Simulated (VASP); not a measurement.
# Be: single point with PBEsol

Be:

```
Be
1.0
     0.00000    1.57407    1.57407
     1.57407    0.00000    1.57407
     1.57407    1.57407    0.00000
Be
1
Direct
  0.00000 0.00000 0.00000
```

This isn't the form of Be at room conditions, which is hcp.

| Quantity | Value |
| --- | --- |
| Program | VASP 6.6.1 |
| Task | single point |
| Functional | PBEsol |
| Potentials or basis | VASP PAW PBE potentials, release 64 (Be) |
| Cutoff | 520 eV |
| k mesh | 28 × 28 × 28 |
| Occupations | fermi-dirac, width 0.1 eV |
| Spin | no spin polarisation |
| Dipole correction | no |
| Further INCAR settings | ALGO = Normal; EDIFF = 1e-06; NBANDS = 7 |

```json
{
  "Pressure": "0.4 GPa",
  "Band gap on the k mesh": "zero (bands 1 and 2 overlap by 1.26 eV)"
}
```

Levels at points of the mesh, in eV from the Fermi level:
| k point | band 1 | band 2 | band 3 | band 4 | band 5 | band 6 |
| --- | --- | --- | --- | --- | --- | --- |
| (0.00, 0.00, 0.00) | -11.91 | 19.61 | 19.61 | 19.61 | 29.31 | 29.31 |
| (0.50, 0.00, 0.00) | -5.34 | 0.07 | 16.64 | 16.64 | 26.43 | 26.43 |
| (0.50, 0.50, 0.00) | -2.69 | 3.90 | 9.60 | 9.60 | 15.28 | 23.01 |

Run time: 46 s on 1 thread of Intel Xeon 8259CL, on a shared host, peak memory 0.14 GiB.

Caveat: the PAW data sets were made with another functional, which shifts forces and pressure a little.
